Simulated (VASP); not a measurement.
A run of VASP 6.6.1 is set up as follows.

INCAR

```
ALGO = Normal
EDIFF = 1E-6
ENCUT = 520
GGA = CA
ISIF = 2
ISMEAR = -1
LASPH = T
LCHARG = F
LREAL = F
LWAVE = F
NBANDS = 16
NELM = 80
PREC = Accurate
SIGMA = 0.05
```

Contents of KPOINTS:

```
k-points
0
Gamma
  8 8 4
```

File POSCAR:

```
MgS
1.0
    3.9522600636      0.0000000000      0.0000000000
   -1.9761300318      3.4227576175      0.0000000000
    0.0000000000      0.0000000000      6.3009860259
S Mg
2 2
Direct
    0.6666666667      0.3333333333      0.8792441500
    0.3333333333      0.6666666667      0.3792441500
    0.3333333333      0.6666666667      0.9957548500
    0.6666666667      0.3333333333      0.4957548500
```

Potentials or basis: VASP PAW LDA potentials, release 64 (S, Mg).

Command:

```bash
$ cat potpaw_LDA.64/S/POTCAR potpaw_LDA.64/Mg/POTCAR > POTCAR
$ mpirun -np 1 vasp_std > vasp.out
```

Question: What does it give for the largest force?

Answer: 0.047 eV/Å.

Question: Predict the pressure.

Answer: 1.3 GPa.

Question: Predict the band gap on the k mesh.

Answer: 3.47 eV, direct.

Stress tensor (GPa, compression positive):
```
1.48 0.00 0.00
0.00 1.48 0.00
0.00 0.00 1.03
```
